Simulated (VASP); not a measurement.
# As (Pm-3m) in VASP: a series of runs, part 2 of 2

VASP 6.6.1. Earlier steps stand in the parts before.

## (4) Single point, PBEsol

This run uses another cell than the first one, of 17.76 Å³/atom, 0.899 times its volume.

INCAR

```
PREC = Accurate
ENCUT = 520
EDIFF = 1E-6
ISMEAR = -1
SIGMA = 0.05
LREAL = False
LASPH = True
NELM = 100
ALGO = Normal
ISIF = 2
LWAVE = False
LCHARG = True
GGA = PS
LELF = True
LVHAR = True
NBANDS = 8
```

KPOINTS

```
Automatic mesh
0
Gamma
  10 10 10
```

POSCAR

```
As
1.0
    2.6089276843      0.0000000000      0.0000000000
    0.0000000000      2.6089276843      0.0000000000
    0.0000000000      0.0000000000      2.6089276843
As
1
Direct
    0.5000000000      0.5000000000      0.5000000000
```

Potentials or basis: VASP PAW PBE potentials, release 64 (As).

Launch:

```
> cat potpaw_PBE.64/As/POTCAR > POTCAR
> mpirun -np 1 vasp_std > vasp.out
```

OUTCAR:

```text
PREC = Accurate
   ENCUT = 520
   EDIFF = 1E-6
   ISMEAR = -1
   LREAL = False
   LASPH = True
   NELM = 100
   ISIF = 2
   GGA = PS

 ion  position               nearest neighbor table
   1  0.500  0.500  0.500-

  LATTYP: Found a simple cubic cell.
 ALAT       =     2.6089276843

  Lattice vectors:

 A1 = (   2.6089276843,   0.0000000000,   0.0000000000)
 A2 = (   0.0000000000,   2.6089276843,   0.0000000000)
 A3 = (   0.0000000000,   0.0000000000,   2.6089276843)

Analysis of symmetry for initial positions (statically):
=====================================================================
 Subroutine PRICEL returns:
 Original cell was already a primitive cell.

 Routine SETGRP: Setting up the symmetry group for a
 simple cubic supercell.

 Subroutine GETGRP returns: Found 48 space group operations
[... 9 lines left out ...]

 Routine SETGRP: Setting up the symmetry group for a
 simple cubic supercell.

 Subroutine GETGRP returns: Found 48 space group operations
[... 11 lines left out ...]
                                     Primitive cell

  volume of cell :      17.7577

  direct lattice vectors                    reciprocal lattice vectors
     2.608927684  0.000000000  0.000000000     0.383299241  0.000000000  0.000000000
     0.000000000  2.608927684  0.000000000     0.000000000  0.383299241  0.000000000
     0.000000000  0.000000000  2.608927684     0.000000000  0.000000000  0.383299241

  length of vectors
     2.608927684  2.608927684  2.608927684     0.383299241  0.383299241  0.383299241

  position of ions in fractional coordinates (direct lattice)
     0.500000000  0.500000000  0.500000000

  ion indices of the primitive-cell ions
   primitive index   ion index
                 1           1

----------------------------------------------------------------------------------------

 KPOINTS: Automatic mesh

Automatic generation of k-mesh.
 Grid dimensions read from file:
 generate k-points for:   10   10   10

 Generating k-lattice:

  Cartesian coordinates                     Fractional coordinates (reciprocal lattice)
     0.038329924  0.000000000  0.000000000     0.100000000  0.000000000  0.000000000
     0.000000000  0.038329924  0.000000000     0.000000000  0.100000000  0.000000000
     0.000000000  0.000000000  0.038329924     0.000000000  0.000000000  0.100000000

  Length of vectors
     0.038329924  0.038329924  0.038329924

  Shift w.r.t. Gamma in fractional coordinates (k-lattice)
     0.000000000  0.000000000  0.000000000

 Subroutine IBZKPT returns following result:
 ===========================================

 Found     56 irreducible k-points:

 Following reciprocal coordinates:
            Coordinates               Weight
  0.000000  0.000000  0.000000      1.000000
  0.100000  0.000000  0.000000      6.000000
  0.200000  0.000000  0.000000      6.000000
  0.300000  0.000000  0.000000      6.000000
  0.400000  0.000000  0.000000      6.000000
  0.500000  0.000000  0.000000      3.000000
[... 16 lines left out ...]
  0.200000  0.100000  0.100000     24.000000
  0.300000  0.100000  0.100000     24.000000
 [... further k-points ...]
   k-points           NKPTS =     56   k-points in BZ     NKDIM =     56   number of bands    NBANDS=      8
   number of dos      NEDOS =    301   number of ions     NIONS =      1
   total plane-waves  NPLWV =   8000
   dimension x,y,z NGX =    20 NGY =   20 NGZ =   20
   dimension x,y,z NGXF=    40 NGYF=   40 NGZF=   40
   ions per type =               1
   NGX,Y,Z   is equivalent  to a cutoff of  12.74, 12.74, 12.74 a.u.
   NGXF,Y,Z  is equivalent  to a cutoff of  25.49, 25.49, 25.49 a.u.
 SYSTEM =  unknown system
   PREC   = accura    normal or accurate (medium, high low for compatibility)
   ISTART =      0    job   : 0-new  1-cont  2-samecut
   ICHARG =      2    charge: 1-file 2-atom 10-const
   ISPIN  =      1    spin polarized calculation?
   LNONCOLLINEAR =      F non collinear calculations
   LSORBIT =      F    spin-orbit coupling
   LASPH  =      T    aspherical Exc in radial PAW
   ENCUT  =  520.0 eV  38.22 Ry    6.18 a.u.   4.85  4.85  4.85*2*pi/ulx,y,z
   NELM   =    100;   NELMIN=  2; NELMDL= -5     # of ELM steps
   EDIFF  = 0.1E-05   stopping-criterion for ELM
   LREAL  =      F    real-space projection
   EDIFFG = 0.1E-04   stopping-criterion for IOM
   NSW    =      0    number of steps for IOM
   IBRION =     -1    ionic relax: 0-MD 1-quasi-New 2-CG
   NFREE  =      0    steps in history (QN), initial steepest desc. (CG)
   ISIF   =      2    stress and relaxation
   ISYM   =      2    0-nonsym 1-usesym 2-fastsym
   POTIM  = 0.5000    time-step for ionic-motion
   TEBEG  =    0.0;   TEEND  =   0.0 temperature during run
   PSTRESS=    0.0 pullay stress
   NELECT =       5.0000    total number of electrons
   NUPDOWN=      -1.0000    fix difference up-down
   EMIN   =  10.00;   EMAX   =-10.00  energy-range for DOS
[... 5 lines left out ...]
     AMIX     =   0.40;   BMIX     =  1.00
     AMIX_MAG =   1.60;   BMIX_MAG =  1.00
  volume/ion in A,a.u.               =      17.76       119.83
  Fermi-wavevector in a.u.,A,eV,Ry     =   1.073008  2.027690 15.665003  1.151345
  Thomas-Fermi vector in A             =   2.208794
   LORBIT       =      0    0 simple, 1 ext, 2 COOP (PROOUT), +10 PAW based schemes
   GGA     = PS    functional components
   LHFCALC =     F    Hartree Fock is set to
   AEXX    =    0.0000 exact exchange contribution
   IVDW    =     0    specifies the selected vdW correction
   LEPSILON=     F    determine dielectric tensor
   LRPA    =     F    only Hartree local field effects (RPA)
 non-spin polarized calculation
  energy-cutoff  :      520.00
  volume of cell :       17.76
 maximum number of plane-waves:       500
 NGX is ok and might be reduce to    20
   NGX =  9   NGY =  9   NGZ =  9

 number of electron       4.9999998 magnetization

 Free energy of the ion-electron system (eV)
  ---------------------------------------------------
  ext. energy  EPLUGINS =         0.00000000
  ---------------------------------------------------
  free energy    TOTEN  =        -4.99607429 eV

  energy without entropy =       -4.99372702  energy(sigma->0) =       -4.99490065

 E-fermi :   7.0423     XC(G=0): -11.0186

 val. band max:        6.9319203526   @ k =   0.5000   0.3000   0.3000
 cond. band min:       7.0690863743   @ k =   0.2000   0.2000   0.2000
 fundamental gap:      0.1371660217
 Fermi energy:         7.0423010655

 k-point     1 :       0.0000    0.0000    0.0000
  band No.  band energies     occupation
      1      -8.9226      2.00000
      2      11.6698      0.00000
      3      11.6698      0.00000
      4      11.6698      0.00000
      5      15.7068      0.00000
      6      15.7068      0.00000
      7      18.4726      0.00000
      8      33.4668      0.00000

 k-point     2 :       0.1000    0.0000    0.0000
  band No.  band energies     occupation
      1      -8.7184      2.00000
      2       9.3240      0.00000
      3      11.8552      0.00000
      4      11.8552      0.00000
      5      15.8850      0.00000
      6      17.2281      0.00000
      7      19.8044      0.00000
      8      30.9495      0.00000

 k-point     3 :       0.2000    0.0000    0.0000
  band No.  band energies     occupation
      1      -8.1138      2.00000
      2       5.9420      2.00000
      3      12.3880      0.00000
      4      12.3880      0.00000
      5      16.4084      0.00000
      6      18.2262      0.00000
      7      23.5741      0.00000
      8      27.8087      0.00000
[... 210 lines left out ...]
 k-point    23 :       0.2000    0.1000    0.1000
  band No.  band energies     occupation
      1      -7.7055      2.00000
      2       6.3064      2.00000
      3      10.0100      0.00000
      4      10.6224      0.00000
      5      19.5052      0.00000
      6      20.4292      0.00000
      7      23.2888      0.00000
      8      25.0859      0.00000

 k-point    24 :       0.3000    0.1000    0.1000
  band No.  band energies     occupation
      1      -6.7387      2.00000
      2       3.2366      2.00000
      3      10.8176      0.00000
      4      11.4942      0.00000
      5      20.2718      0.00000
      6      20.3116      0.00000
      7      22.3064      0.00000
      8      23.5517      0.00000

 [... further k-points ...]
[... 5 lines left out ...]
  --------------------------------------------------------------------------------------
  -------------------------------------------------------------------------------------
  Total        1.1764129      1.1764129      1.1764129     -0.0000000      0.0000000      0.0000000
  in kB      106.1412576    106.1412576    106.1412576     -0.0000000      0.0000000      0.0000000
  external PRESSURE =     106.1412576 kB  Pullay stress =       0.0000000 kB

 VOLUME and BASIS-vectors are now :
 -----------------------------------------------------------------------------
  energy-cutoff  :      520.00
  volume of cell :       17.76
      direct lattice vectors                 reciprocal lattice vectors
     2.608927684  0.000000000  0.000000000     0.383299241  0.000000000  0.000000000
     0.000000000  2.608927684  0.000000000     0.000000000  0.383299241  0.000000000
     0.000000000  0.000000000  2.608927684     0.000000000  0.000000000  0.383299241

 POSITION                                       TOTAL-FORCE (eV/Angst)
 -----------------------------------------------------------------------------------
      1.30446      1.30446      1.30446         0.000000      0.000000      0.000000
 -----------------------------------------------------------------------------------
    total drift:                                0.000000     -0.000000      0.000000

  FREE ENERGIE OF THE ION-ELECTRON SYSTEM (eV)
  ---------------------------------------------------
  free  energy   TOTEN  =        -4.9960742858 eV

  energy  without entropy=       -4.9937270238  energy(sigma->0) =       -4.99490065
```

OSZICAR:

```text
N       E                     dE             d eps       ncg     rms          rms(c)
DAV:   1     0.830515594249E+01    0.83052E+01   -0.20778E+03   904   0.456E+02
DAV:   2    -0.486925193147E+01   -0.13174E+02   -0.12706E+02  1200   0.605E+01
DAV:   3    -0.500460111398E+01   -0.13535E+00   -0.13521E+00  1016   0.868E+00
DAV:   4    -0.500472152914E+01   -0.12042E-03   -0.12042E-03  1384   0.287E-01
DAV:   5    -0.500472157030E+01   -0.41159E-07   -0.41007E-07  1048   0.302E-03    0.262E+00
DAV:   6    -0.499911623952E+01    0.56053E-02   -0.68446E-04  1048   0.180E-01    0.156E+00
DAV:   7    -0.499605599080E+01    0.30602E-02   -0.14383E-03   936   0.284E-01    0.632E-02
DAV:   8    -0.499607313199E+01   -0.17141E-04   -0.21589E-05  1072   0.312E-02    0.124E-02
DAV:   9    -0.499607428697E+01   -0.11550E-05   -0.13175E-06  1256   0.844E-03    0.165E-03
DAV:  10    -0.499607428577E+01    0.11939E-08   -0.26704E-07   528   0.279E-03
   1 F= -.49960743E+01 E0= -.49949007E+01  d E =-.234726E-02
```

Run time: 8.2 s. Hardware: 1 thread of AMD EPYC 7R43 (Zen 3), shared host; peak memory 0.09 GiB.

Results:

```
Free energy : -4.9961 eV
Pressure    : 10.6 GPa
```

Levels at points of the mesh, in eV from the Fermi level:
```csv
k point,band 1,band 2,band 3,band 4,band 5
"(0.00, 0.00, 0.00)",-15.96,4.63,4.63,4.63,8.66
"(0.50, 0.00, 0.00)",-12.31,-7.81,7.35,7.35,11.64
"(0.50, 0.50, 0.00)",-8.43,-4.77,-4.77,1.97,9.96
"(0.50, 0.50, 0.50)",-4.02,-1.97,-1.97,-1.97,5.76
```

Caveat: the PAW data sets were made with another functional, which shifts forces and pressure a little.

## (5) Single point, PBEsol

This run uses another cell than the first one, of 16.63 Å³/atom, 0.842 times its volume.

INCAR

```
ALGO     = Normal         # electronic algorithm
EDIFF    = 1E-6           # SCF threshold, eV
ENCUT    = 520            # plane-wave cutoff, eV
GGA      = PS             # functional
ISIF     = 2              # what is computed and relaxed
ISMEAR   = -1             # smearing method
LASPH    = T              # aspherical terms in the spheres
LCHARG   = F              # write CHGCAR
LREAL    = F              # projectors in reciprocal space
LWAVE    = F              # write WAVECAR
NBANDS   = 8              # bands
NELM     = 100            # most SCF steps
PREC     = Accurate       # precision mode
SIGMA    = 0.05           # smearing width, eV
```

KPOINTS

```
k-points
0
Gamma
  10 10 10
```

POSCAR

```
As
1.0
    2.5526069518      0.0000000000      0.0000000000
    0.0000000000      2.5526069518      0.0000000000
    0.0000000000      0.0000000000      2.5526069518
As
1
Direct
    0.5000000000      0.5000000000      0.5000000000
```

Launch:

```
> cat potpaw_PBE.64/As/POTCAR > POTCAR
> mpirun -np 1 vasp_std > vasp.out
```

Wall time 7 s (1 thread of AMD EPYC 7R43 (Zen 3), shared host); peak memory 0.08 GiB.

It converged, with:

* Free energy: -4.8869 eV
* Pressure: 20.9 GPa

Levels at points of the mesh, in eV from the Fermi level:
| k point | band 1 | band 2 | band 3 | band 4 | band 5 | band 6 | band 7 |
| --- | --- | --- | --- | --- | --- | --- | --- |
| (0.00, 0.00, 0.00) | -16.63 | 4.92 | 4.92 | 4.92 | 8.76 | 8.76 | 12.08 |
| (0.50, 0.00, 0.00) | -12.64 | -8.39 | 7.93 | 7.93 | 11.91 | 15.13 | 15.66 |
| (0.50, 0.50, 0.00) | -8.37 | -5.11 | -5.11 | 1.66 | 10.85 | 18.78 | 18.84 |
| (0.50, 0.50, 0.50) | -3.41 | -2.08 | -2.08 | -2.08 | 5.65 | 5.65 | 5.65 |

Caveat: the PAW data sets were made with another functional, which shifts forces and pressure a little.

## (6) Overview

```csv
cell,gap on the mesh (eV),pressure (GPa)
"a = 2.704 Å, 1 atom",none,-1.3
"a = 2.504 Å, 1 atom",none,31.2
"a = 2.609 Å, 1 atom",none,10.6
"a = 2.553 Å, 1 atom",none,20.9
```

Alike in all rows: task single point; level PBEsol; potentials or basis VASP PAW PBE potentials, release 64 (As); no spin polarisation; k mesh 10 × 10 × 10; cutoff (eV) 520; smearing fermi-dirac 0.05 eV.

Caveats: the PAW data sets were made with another functional, which shifts forces and pressure a little.

Total energies depend on the potentials used, so only differences within one code and one set of settings carry meaning.
